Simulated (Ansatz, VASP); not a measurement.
## Cr3Cd: VASP beside Ansatz

```
CELL_PARAMETERS angstrom
3.78496 0.00000 0.00000
0.00000 3.78496 0.00000
0.00000 0.00000 3.78496
ATOMIC_POSITIONS crystal
Cr 0.00000 0.50000 0.50000
Cr 0.50000 0.00000 0.50000
Cr 0.50000 0.50000 0.00000
Cd 0.00000 0.00000 0.00000
```

Alike in both runs: functional PBE; k mesh 4 × 4 × 4; occupations gaussian, width 0.1 eV; no spin polarisation.

Ansatz relaxed the structure, and its values are those at the end. VASP's run is a single point on that final structure, the one shown.

|  | VASP | Ansatz |
| --- | --- | --- |
| version | VASP 6.6.1 | Ansatz 0.2.0 |
| potentials or method | VASP PAW PBE potentials, release 64 (Cr_pv, Cd), cutoff 520 eV | scalar-relativistic, plane waves, PAW |
| valence electrons in the cell | 48 | 62 |

```csv
,VASP,Ansatz,Ansatz less VASP
gap on the k mesh at the Fermi level (eV),none,none,-
pressure (GPa),0.5,0.0,-0.54
```

A gap of «none» marks a metal or a gap that the smearing closes. With one functional, cell and mesh, what is left measures potentials, basis and numerics. VASP's potentials hold 48 valence electrons a cell and Ansatz's 62, so a difference there can come from the potentials and not from the codes.

The k mesh is coarse, so the values compare programs but aren't converged.
